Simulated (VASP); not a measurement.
# Ge (Fd-3m) in VASP: single point with PBEsol

Aim: the single point of Ge with PBEsol.

Everything below comes from runs of VASP 6.6.1. Logs are shortened: lines on timing, memory, paths and dates and some standing lists are left out, and cuts for length are marked.

## (1) The cell of the first run

Symmetry: Fd-3m, No. 227, cubic system. Conventional cell: a = 5.658 Å, b = 5.658 Å, c = 5.658 Å, α = 90.00°, β = 90.00°, γ = 90.00°. Ge (site symmetry -43m) has 4 Ge at 2.45 Å within 3.2 Å.

## (2) Single point, PBEsol

INCAR reads:

```
  PREC = Accurate
  ENCUT = 520
  EDIFF = 1E-7
  ISMEAR = 0
  SIGMA = 0.01
  LREAL = F
  LASPH = T
  NELM = 60
  ALGO = Normal
  ISIF = 2
  LWAVE = F
  LCHARG = F
  GGA = PS
  NBANDS = 21
```

KPOINTS reads:

```
regular mesh
0
Gamma
  12 12 12
```

POSCAR reads:

```
Ge
1.0
    0.0000000000      2.8290000000      2.8290000000
    2.8290000000      0.0000000000      2.8290000000
    2.8290000000      2.8290000000      0.0000000000
Ge
2
Direct
    0.0000000000      0.0000000000      0.0000000000
    0.2500000000      0.2500000000      0.2500000000
```

Potentials or basis: VASP PAW PBE potentials, release 64 (Ge_d).

Launch:

```bash
> cat potpaw_PBE.64/Ge_d/POTCAR > POTCAR
> mpirun -np 1 vasp_std > vasp.out
```

OUTCAR:

```text
PREC = Accurate
   ENCUT = 520
   EDIFF = 1E-7
   ISMEAR = 0
   LREAL = F
   LASPH = T
   NELM = 60
   ISIF = 2
   GGA = PS

 ion  position               nearest neighbor table
   1  0.000  0.000  0.000-   2 2.45   2 2.45   2 2.45   2 2.45
   2  0.250  0.250  0.250-   1 2.45   1 2.45   1 2.45   1 2.45

  LATTYP: Found a face centered cubic cell.
 ALAT       =     5.6580000000

  Lattice vectors:

 A1 = (   0.0000000000,   2.8290000000,   2.8290000000)
 A2 = (   2.8290000000,   0.0000000000,   2.8290000000)
 A3 = (   2.8290000000,   2.8290000000,   0.0000000000)

Analysis of symmetry for initial positions (statically):
=====================================================================
 Subroutine PRICEL returns:
 Original cell was already a primitive cell.

 Routine SETGRP: Setting up the symmetry group for a
 face centered cubic supercell.

 Subroutine GETGRP returns: Found 48 space group operations
 (whereof 24 operations were pure point group operations)
 out of a pool of 48 trial point group operations.

The static configuration has the point symmetry T_d .
 The point group associated with its full space group is O_h .

Analysis of symmetry for dynamics (positions and initial velocities):
=====================================================================
 Subroutine PRICEL returns:
 Original cell was already a primitive cell.

 Routine SETGRP: Setting up the symmetry group for a
 face centered cubic supercell.

 Subroutine GETGRP returns: Found 48 space group operations
 (whereof 24 operations were pure point group operations)
 out of a pool of 48 trial point group operations.

The dynamic configuration has the point symmetry T_d .
 The point group associated with its full space group is O_h .

 Subroutine INISYM returns: Found 48 space group operations
 (whereof 24 operations are pure point group operations),
 and found     1 'primitive' translations

----------------------------------------------------------------------------------------

                                     Primitive cell

  volume of cell :      45.2823

  direct lattice vectors                    reciprocal lattice vectors
     0.000000000  2.829000000  2.829000000    -0.176740898  0.176740898  0.176740898
     2.829000000  0.000000000  2.829000000     0.176740898 -0.176740898  0.176740898
     2.829000000  2.829000000  0.000000000     0.176740898  0.176740898 -0.176740898

  length of vectors
[... 78 lines left out ...]
   LSORBIT =      F    spin-orbit coupling
   LASPH  =      T    aspherical Exc in radial PAW
   ENCUT  =  520.0 eV  38.22 Ry    6.18 a.u.   7.44  7.44  7.44*2*pi/ulx,y,z
   NELM   =     60;   NELMIN=  2; NELMDL= -5     # of ELM steps
   EDIFF  = 0.1E-06   stopping-criterion for ELM
   LREAL  =      F    real-space projection
   EDIFFG = 0.1E-05   stopping-criterion for IOM
   NSW    =      0    number of steps for IOM
   IBRION =     -1    ionic relax: 0-MD 1-quasi-New 2-CG
   NFREE  =      0    steps in history (QN), initial steepest desc. (CG)
   ISIF   =      2    stress and relaxation
   ISYM   =      2    0-nonsym 1-usesym 2-fastsym
   POTIM  = 0.5000    time-step for ionic-motion
   TEBEG  =    0.0;   TEEND  =   0.0 temperature during run
   PSTRESS=    0.0 pullay stress
   NELECT =      28.0000    total number of electrons
   NUPDOWN=      -1.0000    fix difference up-down
   EMIN   =  10.00;   EMAX   =-10.00  energy-range for DOS
   EFERMI =   0.00;   METHOD = LEGACY
   ISMEAR =     0;   SIGMA  =   0.01  broadening in eV -4-tet -1-fermi 0-gaus
   EFERMI_NEDOS =   21; number of points for ismear=-14 and -15
   IALGO  =     38    algorithm
   IMIX   =      4    mixing-type and parameters
     AMIX     =   0.40;   BMIX     =  1.00
     AMIX_MAG =   1.60;   BMIX_MAG =  1.00
  volume/ion in A,a.u.               =      22.64       152.79
  Fermi-wavevector in a.u.,A,eV,Ry     =   1.394712  2.635624 26.466349  1.945222
  Thomas-Fermi vector in A             =   2.518235
   LORBIT       =      0    0 simple, 1 ext, 2 COOP (PROOUT), +10 PAW based schemes
   GGA     = PS    functional components
   LHFCALC =     F    Hartree Fock is set to
   AEXX    =    0.0000 exact exchange contribution
   IVDW    =     0    specifies the selected vdW correction
   LEPSILON=     F    determine dielectric tensor
   LRPA    =     F    only Hartree local field effects (RPA)
 non-spin polarized calculation
 Gauss-broadening in eV      SIGMA  =   0.01
  energy-cutoff  :      520.00
  volume of cell :       45.28
 maximum number of plane-waves:      1243
 NGX is ok and might be reduce to    30
   NGX = 15   NGY = 15   NGZ = 15

 number of electron      28.0000022 magnetization

 Free energy of the ion-electron system (eV)
  ---------------------------------------------------
  ext. energy  EPLUGINS =         0.00000000
  ---------------------------------------------------
  free energy    TOTEN  =        -9.87290970 eV

  energy without entropy =       -9.87290000  energy(sigma->0) =       -9.87290485

 E-fermi :   4.8637     XC(G=0): -10.1281

 val. band max:        4.8602887623   @ k =   0.0000   0.0000   0.0000
 cond. band min:       4.9827250513   @ k =   0.5000   0.0000   0.0000
 fundamental gap:      0.1224362889
 Fermi energy:         4.8637426369

 k-point     1 :       0.0000    0.0000    0.0000
  band No.  band energies     occupation
      1     -19.9025      2.00000
      2     -19.9025      2.00000
      3     -19.9025      2.00000
      4     -19.8659      2.00000
      5     -19.8659      2.00000
      6     -19.6539      2.00000
[... 565 lines left out ...]
     20      14.4933      0.00000
     21      15.0771      0.00000

 [... further k-points ...]

------------------------ aborting loop because EDIFF is reached ----------------------------------------

  FORCE on cell =-STRESS in cart. coord.  units (eV):
  Direction    XX          YY          ZZ          XY          YZ          ZX
  --------------------------------------------------------------------------------------
  -------------------------------------------------------------------------------------
  Total        0.1608229      0.1608229      0.1608229      0.0000000      0.0000000     -0.0000000
  in kB        5.6902291      5.6902291      5.6902291      0.0000000      0.0000000     -0.0000000
  external PRESSURE =       5.6902291 kB  Pullay stress =       0.0000000 kB

 VOLUME and BASIS-vectors are now :
 -----------------------------------------------------------------------------
  energy-cutoff  :      520.00
  volume of cell :       45.28
      direct lattice vectors                 reciprocal lattice vectors
     0.000000000  2.829000000  2.829000000    -0.176740898  0.176740898  0.176740898
     2.829000000  0.000000000  2.829000000     0.176740898 -0.176740898  0.176740898
     2.829000000  2.829000000  0.000000000     0.176740898  0.176740898 -0.176740898

 POSITION                                       TOTAL-FORCE (eV/Angst)
 -----------------------------------------------------------------------------------
      0.00000      0.00000      0.00000         0.000000      0.000000      0.000000
      1.41450      1.41450      1.41450        -0.000000     -0.000000     -0.000000
 -----------------------------------------------------------------------------------
    total drift:                                0.000000     -0.000000      0.000000

  FREE ENERGIE OF THE ION-ELECTRON SYSTEM (eV)
  ---------------------------------------------------
  free  energy   TOTEN  =        -9.8729096973 eV

  energy  without entropy=       -9.8728999981  energy(sigma->0) =       -9.87290485
```

OSZICAR:

```text
N       E                     dE             d eps       ncg     rms          rms(c)
DAV:   1     0.189695851741E+03    0.18970E+03   -0.14573E+04  3290   0.367E+03
DAV:   2     0.181555059725E+02   -0.17154E+03   -0.16630E+03  3029   0.621E+02
DAV:   3    -0.910436494644E+01   -0.27260E+02   -0.27049E+02  3464   0.144E+02
DAV:   4    -0.100098626814E+02   -0.90550E+00   -0.90512E+00  3389   0.309E+01
DAV:   5    -0.100250597248E+02   -0.15197E-01   -0.15197E-01  3492   0.440E+00    0.326E+00
DAV:   6    -0.992140624592E+01    0.10365E+00   -0.35296E-02  4029   0.225E+00    0.186E+00
DAV:   7    -0.987179957253E+01    0.49607E-01   -0.59422E-02  3287   0.245E+00    0.159E-01
DAV:   8    -0.987282738317E+01   -0.10278E-02   -0.71309E-03  3403   0.121E+00    0.464E-02
DAV:   9    -0.987288756233E+01   -0.60179E-04   -0.28619E-04  3889   0.282E-01    0.144E-02
DAV:  10    -0.987290948347E+01   -0.21921E-04   -0.27887E-05  3289   0.403E-02    0.526E-03
DAV:  11    -0.987290989395E+01   -0.41048E-06   -0.57466E-06  4195   0.410E-02    0.190E-03
DAV:  12    -0.987290975702E+01    0.13694E-06   -0.77899E-07  3974   0.159E-02    0.304E-04
DAV:  13    -0.987290969731E+01    0.59701E-07   -0.23744E-08  2142   0.158E-03
   1 F= -.98729097E+01 E0= -.98729048E+01  d E =-.969926E-05
```

stdout:

```text
POSCAR found type information on POSCAR Ge
 POSCAR found :  1 types and       2 ions
 scaLAPACK will be used
 -----------------------------------------------------------------------------
|                                                                             |
|                                                                             |
|     You enforced a specific xc type in the INCAR file but a different       |
|     I HOPE YOU KNOW WHAT YOU ARE DOING!                                     |
|                                                                             |
 -----------------------------------------------------------------------------

 LDA part: xc-table for (Slater+PW92), standard interpolation
 POSCAR, INCAR and KPOINTS ok, starting setup
 FFT: planning ... GRIDC
 FFT: planning ... GRID_SOFT
 FFT: planning ... GRID
 WAVECAR not read
 entering main loop
```

It took 48 s on 1 thread of Intel Xeon 6975P-C, shared host; peak memory 0.2 GiB.

What came out:

```
Free energy            : -9.8729 eV
Pressure               : 0.6 GPa
Band gap on the k mesh : zero (filled and empty bands touch)
```

Caveat: the PAW data sets were made with another functional, which shifts forces and pressure a little.
